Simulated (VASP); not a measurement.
# Ni (Im-3m) in VASP: a series of runs

Runs on Ni. Level: revPBE. Tasks: single point.

Program: VASP 6.6.1. These are calculated values, not measurements. Logs are shortened: lines on timing, memory, paths and dates and some standing lists are left out, and cuts for length are marked.

### Step 1. The cell of the first run

It takes space group Im-3m (No. 229, cubic). The conventional cell has a = 2.743 Å, b = 2.743 Å, c = 2.743 Å, α = 90.00°, β = 90.00°, γ = 90.00°. Ni (site symmetry m-3m) has 14 Ni at 2.38 to 2.74 Å within 3.1 Å.

### Step 2. Single point, revPBE, collinear spin, ferromagnetic start (volume scaled by 0.92)

INCAR

```
PREC     = Accurate       # precision mode
ENCUT    = 520            # plane-wave cutoff, eV
EDIFF    = 1E-6           # SCF threshold, eV
ISMEAR   = -1             # smearing method
SIGMA    = 0.05           # smearing width, eV
LREAL    = False          # projectors in reciprocal space
LASPH    = True           # aspherical terms in the spheres
NELM     = 150            # most SCF steps
ALGO     = Normal         # electronic algorithm
ISIF     = 2              # what is computed and relaxed
LWAVE    = False          # write WAVECAR
LCHARG   = False          # write CHGCAR
ISPIN    = 2              # spin polarisation
MAGMOM   = 0.607          # initial moments
LORBIT   = 11             # projections on sites
LMAXMIX  = 4              # l up to which the mixer works
GGA      = RE             # functional
NBANDS   = 15             # bands
```

KPOINTS

```
Automatic mesh
0
Gamma
  18 18 18
```

POSCAR

```
Ni
1.0
   -1.3715582710      1.3715582710      1.3715582710
    1.3715582710     -1.3715582710      1.3715582710
    1.3715582710      1.3715582710     -1.3715582710
Ni
1
Direct
    0.0000000000      0.0000000000      0.0000000000
```

Potentials or basis: VASP PAW PBE potentials, release 64 (Ni).

Command:

```sh
> cat potpaw_PBE.64/Ni/POTCAR > POTCAR
> mpirun -np 1 vasp_std > vasp.out
```

OUTCAR:

```text
PREC = Accurate
   ENCUT = 520
   EDIFF = 1E-6
   ISMEAR = -1
   LREAL = False
   LASPH = True
   NELM = 150
   ISIF = 2
   ISPIN = 2
   LORBIT = 11
   GGA = RE

 ion  position               nearest neighbor table
   1  0.000  0.000  0.000-

  LATTYP: Found a body centered cubic cell.
 ALAT       =     2.7431165420

  Lattice vectors:

 A1 = (  -1.3715582710,   1.3715582710,   1.3715582710)
 A2 = (   1.3715582710,  -1.3715582710,   1.3715582710)
 A3 = (   1.3715582710,   1.3715582710,  -1.3715582710)

Analysis of symmetry for initial positions (statically):
=====================================================================
 Subroutine PRICEL returns:
 Original cell was already a primitive cell.

 Routine SETGRP: Setting up the symmetry group for a
 body centered cubic supercell.

 Subroutine GETGRP returns: Found 48 space group operations
 (whereof 48 operations were pure point group operations)
 out of a pool of 48 trial point group operations.

The static configuration has the point symmetry O_h .

Analysis of symmetry for dynamics (positions and initial velocities):
=====================================================================
 Subroutine PRICEL returns:
 Original cell was already a primitive cell.

 Routine SETGRP: Setting up the symmetry group for a
 body centered cubic supercell.

 Subroutine GETGRP returns: Found 48 space group operations
 (whereof 48 operations were pure point group operations)
 out of a pool of 48 trial point group operations.

The dynamic configuration has the point symmetry O_h .

Analysis of structural, dynamic, and magnetic symmetry:
=====================================================================
 Subroutine PRICEL returns:
 Original cell was already a primitive cell.

 Routine SETGRP: Setting up the symmetry group for a
 body centered cubic supercell.

 Subroutine GETGRP returns: Found 48 space group operations
 (whereof 48 operations were pure point group operations)
 out of a pool of 48 trial point group operations.

The overall configuration has the point symmetry O_h .

 Subroutine INISYM returns: Found 48 space group operations
 (whereof 48 operations are pure point group operations),
 and found     1 'primitive' translations

----------------------------------------------------------------------------------------

                                     Primitive cell

  volume of cell :      10.3205

  direct lattice vectors                    reciprocal lattice vectors
    -1.371558271  1.371558271  1.371558271     0.000000000  0.364548857  0.364548857
     1.371558271 -1.371558271  1.371558271     0.364548857  0.000000000  0.364548857
     1.371558271  1.371558271 -1.371558271     0.364548857  0.364548857  0.000000000

  length of vectors
     2.375608611  2.375608611  2.375608611     0.515549938  0.515549938  0.515549938

  position of ions in fractional coordinates (direct lattice)
     0.000000000  0.000000000  0.000000000

  ion indices of the primitive-cell ions
   primitive index   ion index
                 1           1

----------------------------------------------------------------------------------------

 KPOINTS: Automatic mesh

Automatic generation of k-mesh.
 Grid dimensions read from file:
 generate k-points for:   18   18   18

 Generating k-lattice:

  Cartesian coordinates                     Fractional coordinates (reciprocal lattice)
     0.000000000  0.020252714  0.020252714     0.055555556  0.000000000  0.000000000
     0.020252714  0.000000000  0.020252714     0.000000000  0.055555556  0.000000000
     0.020252714  0.020252714  0.000000000     0.000000000  0.000000000  0.055555556

  Length of vectors
     0.028641663  0.028641663  0.028641663

  Shift w.r.t. Gamma in fractional coordinates (k-lattice)
     0.000000000  0.000000000  0.000000000

 Subroutine IBZKPT returns following result:
 ===========================================

 Found    195 irreducible k-points:

 Following reciprocal coordinates:
            Coordinates               Weight
  0.000000  0.000000  0.000000      1.000000
[... 43 lines left out ...]
  ---------------------------------------------------
  free energy    TOTEN  =        -4.92874117 eV

  energy without entropy =       -4.91565296  energy(sigma->0) =       -4.92219707

 E-fermi :  10.1056     XC(G=0): -13.4760

 val. band max:       10.0994233551   @ k =   0.5000   0.5000   0.0556
 cond. band min:      10.1067188787   @ k =   0.5000   0.0000   0.0000
 fundamental gap:      0.0072955236
 Fermi energy:        10.1055616957

 spin component 1

 k-point     1 :       0.0000    0.0000    0.0000
  band No.  band energies     occupation
      1       0.8729      1.00000
      2       7.6918      1.00000
      3       7.6918      1.00000
      4       7.6918      1.00000
      5       9.2053      1.00000
      6       9.2053      1.00000
      7      37.1003      0.00000
      8      37.1003      0.00000
      9      37.1003      0.00000
     10      42.3739      0.00000
     11      42.3739      0.00000
     12      43.9872      0.00000
     13      43.9872      0.00000
     14      43.9872      0.00000
     15      44.4779      0.00000
[... 397 lines left out ...]
 k-point    24 :       0.3889    0.1111    0.0000
  band No.  band energies     occupation
      1       5.4328      1.00000
      2       6.7645      1.00000
      3       8.4272      1.00000
      4       9.0911      1.00000
      5       9.5593      0.99998
      6      11.4741      0.00000
      7      17.9884      0.00000
      8      26.9805      0.00000
      9      30.5016      0.00000
     10      36.4423      0.00000
     11      41.4743      0.00000
     12      44.9505      0.00000
     13      50.9070      0.00000
     14      54.3569      0.00000
     15      56.5398      0.00000

 [... further k-points ...]

 spin component 2

 k-point     1 :       0.0000    0.0000    0.0000
  band No.  band energies     occupation
      1       0.8512      1.00000
      2       8.3671      1.00000
      3       8.3671      1.00000
      4       8.3671      1.00000
      5       9.6823      0.99979
      6       9.6823      0.99979
      7      36.9923      0.00000
      8      36.9923      0.00000
      9      36.9923      0.00000
     10      42.2896      0.00000
     11      42.2896      0.00000
     12      44.1667      0.00000
     13      44.1667      0.00000
     14      44.1667      0.00000
     15      44.6199      0.00000
[... 397 lines left out ...]
 k-point    24 :       0.3889    0.1111    0.0000
  band No.  band energies     occupation
      1       5.7741      1.00000
      2       7.3683      1.00000
      3       8.7472      1.00000
      4       9.6477      0.99989
      5      10.1124      0.46595
      6      11.8874      0.00000
      7      18.2698      0.00000
      8      27.0403      0.00000
      9      30.5470      0.00000
     10      36.4961      0.00000
     11      41.5448      0.00000
     12      44.9259      0.00000
     13      51.0090      0.00000
     14      54.4957      0.00000
     15      57.5984      0.00000

 [... further k-points ...]
[... 5 lines left out ...]
  --------------------------------------------------------------------------------------
  -------------------------------------------------------------------------------------
  Total        1.1776608      1.1776608      1.1776608      0.0000000      0.0000000     -0.0000000
  in kB      182.8218201    182.8218201    182.8218201      0.0000000      0.0000000     -0.0000000
  external PRESSURE =     182.8218201 kB  Pullay stress =       0.0000000 kB

 VOLUME and BASIS-vectors are now :
 -----------------------------------------------------------------------------
  energy-cutoff  :      520.00
  volume of cell :       10.32
      direct lattice vectors                 reciprocal lattice vectors
    -1.371558271  1.371558271  1.371558271     0.000000000  0.364548857  0.364548857
     1.371558271 -1.371558271  1.371558271     0.364548857  0.000000000  0.364548857
     1.371558271  1.371558271 -1.371558271     0.364548857  0.364548857  0.000000000

 POSITION                                       TOTAL-FORCE (eV/Angst)
 -----------------------------------------------------------------------------------
      0.00000      0.00000      0.00000         0.000000      0.000000      0.000000
 -----------------------------------------------------------------------------------
    total drift:                                0.000000     -0.000000      0.000000

  FREE ENERGIE OF THE ION-ELECTRON SYSTEM (eV)
  ---------------------------------------------------
  free  energy   TOTEN  =        -4.9287411703 eV

  energy  without entropy=       -4.9156529601  energy(sigma->0) =       -4.92219707

 total charge

# of ion       s       p       d       tot
------------------------------------------
    1        0.513   0.536   8.358   9.408

 magnetization (x)

# of ion       s       p       d       tot
------------------------------------------
    1       -0.004  -0.017   0.571   0.549
```

Run time: 33 s. Hardware: 1 thread of AMD EPYC 9R45 (Zen 5), shared host; peak memory 0.13 GiB.

Results:

```
Free energy                                           : -4.9287 eV
Pressure                                              : 18.3 GPa
Net moment                                            : 0.54 μB per cell
Site moments                                          : Ni +0.55 μB
Valence electrons inside the program's atomic spheres : Ni 9.41
```

Caveat: the cell differs from its parent crystal (volume scaled by 0.92); the PAW data sets were made with another functional, which shifts forces and pressure a little.

### Step 3. Single point, revPBE, collinear spin, ferromagnetic start (volume scaled by 0.96)

INCAR

```
SYSTEM = Ni
PREC = Accurate
ENCUT = 520
EDIFF = 1E-6
ISMEAR = -1
SIGMA = 0.05
LREAL = .False.
LASPH = .True.
NELM = 150
ALGO = Normal
ISIF = 2
LWAVE = .False.
LCHARG = .False.
ISPIN = 2
MAGMOM = 0.607
LORBIT = 11
LMAXMIX = 4
GGA = RE
NBANDS = 15
```

KPOINTS

```
Automatic mesh
0
Gamma
  18 18 18
  0 0 0
```

POSCAR

```
Ni
1.0
   -1.3911546081      1.3911546081      1.3911546081
    1.3911546081     -1.3911546081      1.3911546081
    1.3911546081      1.3911546081     -1.3911546081
Ni
1
Direct
    0.0000000000      0.0000000000      0.0000000000
```

Potentials or basis: VASP PAW PBE potentials, release 64 (Ni).

Command:

```sh
> cat potpaw_PBE.64/Ni/POTCAR > POTCAR
> mpirun -np 1 vasp_std > vasp.out
```

It took 32 s on 1 thread of AMD EPYC 9R45 (Zen 5), shared host; peak memory 0.13 GiB.

The run converged. Its results:

| Property | Result |
| --- | --- |
| Free energy | -4.9653 eV |
| Pressure | 8.1 GPa |
| Net moment | 0.56 μB per cell |
| Site moments | Ni +0.57 μB |
| Valence electrons inside the program's atomic spheres | Ni 9.33 |

Levels at points of the mesh, in eV from the Fermi level:
Spin up:
```csv
k point,band 1,band 2,band 3,band 4,band 5,band 6,band 7,band 8,band 9,band 10
"(0.00, 0.00, 0.00)",-8.94,-2.32,-2.32,-2.32,-0.89,-0.89,26.54,26.54,26.54,31.52
"(0.50, 0.00, 0.00)",-4.66,-3.25,-0.97,-0.73,-0.06,0.27,6.58,19.21,20.25,23.94
"(0.50, 0.50, 0.50)",-4.23,-4.23,-0.28,-0.28,-0.28,9.88,9.88,9.88,15.74,15.74
```
Spin down:
| k point | band 1 | band 2 | band 3 | band 4 | band 5 | band 6 | band 7 | band 8 | band 9 | band 10 |
| --- | --- | --- | --- | --- | --- | --- | --- | --- | --- | --- |
| (0.00, 0.00, 0.00) | -8.97 | -1.62 | -1.62 | -1.62 | -0.40 | -0.40 | 26.42 | 26.42 | 26.42 | 31.42 |
| (0.50, 0.00, 0.00) | -4.29 | -2.62 | -0.40 | -0.23 | 0.22 | 0.74 | 6.93 | 19.12 | 20.34 | 24.05 |
| (0.50, 0.50, 0.50) | -3.91 | -3.91 | 0.51 | 0.51 | 0.51 | 9.90 | 9.90 | 9.90 | 15.83 | 15.83 |

Caveat: the cell differs from its parent crystal (volume scaled by 0.96); the PAW data sets were made with another functional, which shifts forces and pressure a little.

### Step 4. Single point, revPBE, collinear spin, ferromagnetic start

This run uses another cell than the first one, of 11.22 Å³/atom, 1.087 times its volume.

INCAR

```
PREC = Accurate ; ENCUT = 520
EDIFF = 1E-6 ; ISMEAR = -1
SIGMA = 0.05 ; LREAL = F
LASPH = T ; NELM = 150
ALGO = Normal ; ISIF = 2
LWAVE = F ; LCHARG = F
ISPIN = 2 ; MAGMOM = 0.607
LORBIT = 11 ; LMAXMIX = 4
GGA = RE ; NBANDS = 15
```

KPOINTS

```
Automatic mesh
0
Gamma
  18 18 18
```

POSCAR

```
Ni
1.0
   -1.4102138889      1.4102138889      1.4102138889
    1.4102138889     -1.4102138889      1.4102138889
    1.4102138889      1.4102138889     -1.4102138889
Ni
1
Direct
    0.0000000000      0.0000000000      0.0000000000
```

Command:

```sh
> cat potpaw_PBE.64/Ni/POTCAR > POTCAR
> mpirun -np 1 vasp_std > vasp.out
```

Wall time 35 s (1 thread of AMD EPYC 9R45 (Zen 5), shared host); peak memory 0.13 GiB.

Results (log left out):

| Quantity | Value |
| --- | --- |
| Free energy | -4.9766 eV |
| Pressure | 0.1 GPa |
| Net moment | 0.57 μB per cell |
| Site moments | Ni +0.59 μB |
| Valence electrons inside the program's atomic spheres | Ni 9.26 |

Levels at points of the mesh, in eV from the Fermi level:
Spin up:
```
           k point  band 2  band 3  band 4  band 5  band 6  band 7  band 8  band 9
(0.00, 0.00, 0.00)   -2.24   -2.24   -2.24   -0.88   -0.88   26.11   26.11   26.11
(0.50, 0.00, 0.00)   -3.11   -0.96   -0.73   -0.11    0.32    6.26   18.83   19.64
(0.50, 0.50, 0.50)   -4.01   -0.32   -0.32   -0.32    9.62    9.62    9.62   15.34
```
Spin down:
```tsv
k point	band 3	band 4	band 5	band 6	band 7	band 8
(0.00, 0.00, 0.00)	-1.52	-1.52	-0.37	-0.37	25.98	25.98
(0.50, 0.00, 0.00)	-0.38	-0.22	0.26	0.70	6.61	18.74
(0.50, 0.50, 0.50)	0.48	0.48	0.48	9.63	9.63	9.63
```

Caveat: the PAW data sets were made with another functional, which shifts forces and pressure a little.

### Step 5. Single point, revPBE, collinear spin, ferromagnetic start (volume scaled by 1.04)

INCAR

```
  ALGO = Normal
  EDIFF = 1E-7
  ENCUT = 520
  GGA = RE
  ISIF = 2
  ISMEAR = -1
  ISPIN = 2
  LASPH = T
  LCHARG = F
  LMAXMIX = 4
  LORBIT = 11
  LREAL = F
  LWAVE = F
  MAGMOM = 0.607
  NBANDS = 15
  NELM = 150
  PREC = Accurate
  SIGMA = 0.05
```

KPOINTS

```
k-points
0
Gamma
  18 18 18
```

POSCAR

```
Ni
1.0
   -1.4287714630      1.4287714630      1.4287714630
    1.4287714630     -1.4287714630      1.4287714630
    1.4287714630      1.4287714630     -1.4287714630
Ni
1
Direct
    0.0000000000      0.0000000000      0.0000000000
```

Command:

```sh
> cat potpaw_PBE.64/Ni/POTCAR > POTCAR
> mpirun -np 1 vasp_std > vasp.out
```

It took 38 s on 1 thread of AMD EPYC 9R45 (Zen 5), shared host; peak memory 0.13 GiB.

Results (log left out):

```
Free energy                                           : -4.9680 eV
Pressure                                              : -6.1 GPa
Net moment                                            : 0.59 μB per cell
Site moments                                          : Ni +0.60 μB
Valence electrons inside the program's atomic spheres : Ni 9.20
```

Levels at points of the mesh, in eV from the Fermi level:
Spin up:
```csv
k point,band 2,band 3,band 4,band 5,band 6,band 7,band 8,band 9
"(0.00, 0.00, 0.00)",-2.16,-2.16,-2.16,-0.87,-0.87,25.69,25.69,25.69
"(0.50, 0.00, 0.00)",-2.98,-0.95,-0.74,-0.16,0.37,5.96,18.47,19.07
"(0.50, 0.50, 0.50)",-3.82,-0.36,-0.36,-0.36,9.38,9.38,9.38,14.97
```
Spin down:
```tsv
k point	band 2	band 3	band 4	band 5	band 6	band 7	band 8	band 9
(0.00, 0.00, 0.00)	-1.43	-1.43	-1.43	-0.35	-0.35	25.55	25.55	25.55
(0.50, 0.00, 0.00)	-2.31	-0.36	-0.21	0.30	0.67	6.32	18.37	19.16
(0.50, 0.50, 0.50)	-3.47	0.46	0.46	0.46	9.39	9.39	9.39	15.04
```

Caveat: the cell differs from its parent crystal (volume scaled by 1.04); the PAW data sets were made with another functional, which shifts forces and pressure a little.

### Step 6. Single point, revPBE, collinear spin, ferromagnetic start (volume scaled by 1.08)

INCAR

```
SYSTEM = Ni
PREC = Accurate
ENCUT = 520
EDIFF = 1E-6
ISMEAR = -1
SIGMA = 0.05
LREAL = .False.
LASPH = .True.
NELM = 150
ALGO = Normal
ISIF = 2
LWAVE = .False.
LCHARG = .False.
ISPIN = 2
MAGMOM = 0.607
LORBIT = 11
LMAXMIX = 4
GGA = RE
NBANDS = 15
```

KPOINTS

```
Automatic mesh
0
Gamma
  18 18 18
  0 0 0
```

POSCAR

```
Ni
1.0
   -1.4468590978      1.4468590978      1.4468590978
    1.4468590978     -1.4468590978      1.4468590978
    1.4468590978      1.4468590978     -1.4468590978
Ni
1
Direct
    0.0000000000      0.0000000000      0.0000000000
```

Potentials or basis: VASP PAW PBE potentials, release 64 (Ni).

Command:

```sh
> cat potpaw_PBE.64/Ni/POTCAR > POTCAR
> mpirun -np 1 vasp_std > vasp.out
```

Run time: 38 s. Hardware: 1 thread of AMD EPYC 9R45 (Zen 5), shared host; peak memory 0.14 GiB.

It converged, with:

- Free energy: -4.9437 eV
- Pressure: -11.1 GPa
- Net moment: 0.60 μB per cell
- Site moments: Ni +0.61 μB
- Valence electrons inside the program's atomic spheres: Ni 9.14

Levels at points of the mesh, in eV from the Fermi level:
Spin up:
```csv
k point,band 1,band 2,band 3,band 4,band 5,band 6,band 7,band 8,band 9,band 10
"(0.00, 0.00, 0.00)",-8.18,-2.09,-2.09,-2.09,-0.86,-0.86,25.30,25.30,25.30,29.52
"(0.50, 0.00, 0.00)",-4.08,-2.86,-0.94,-0.74,-0.20,0.41,5.69,18.12,18.54,22.23
"(0.50, 0.50, 0.50)",-3.64,-3.64,-0.39,-0.39,-0.39,9.16,9.16,9.16,14.62,14.62
```
Spin down:
```
           k point  band 2  band 3  band 4  band 5  band 6  band 7  band 8  band 9
(0.00, 0.00, 0.00)   -1.35   -1.35   -1.35   -0.33   -0.33   25.14   25.14   25.14
(0.50, 0.00, 0.00)   -2.18   -0.34   -0.20    0.34    0.64    6.05   18.03   18.62
(0.50, 0.50, 0.50)   -3.28    0.44    0.44    0.44    9.16    9.16    9.16   14.68
```

Caveat: the cell differs from its parent crystal (volume scaled by 1.08); the PAW data sets were made with another functional, which shifts forces and pressure a little.

### Step 7. The runs side by side

```csv
cell,gap on the mesh (eV),pressure (GPa),moment (μB)
"a = 2.376 Å, angles 109.5°, 1 atom",none,18.3,0.54
"a = 2.410 Å, angles 109.5°, 1 atom",none,8.1,0.56
"a = 2.443 Å, angles 109.5°, 1 atom",none,0.1,0.57
"a = 2.475 Å, angles 109.5°, 1 atom",none,-6.1,0.59
"a = 2.506 Å, angles 109.5°, 1 atom",none,-11.1,0.60
```

Alike in all rows: task single point; level revPBE; potentials or basis VASP PAW PBE potentials, release 64 (Ni); spin collinear, ferromagnetic start; k mesh 18 × 18 × 18; cutoff (eV) 520; smearing fermi-dirac 0.05 eV.

Caveats: the PAW data sets were made with another functional, which shifts forces and pressure a little.

Total energies depend on the potentials used, so only differences within one code and one set of settings carry meaning.
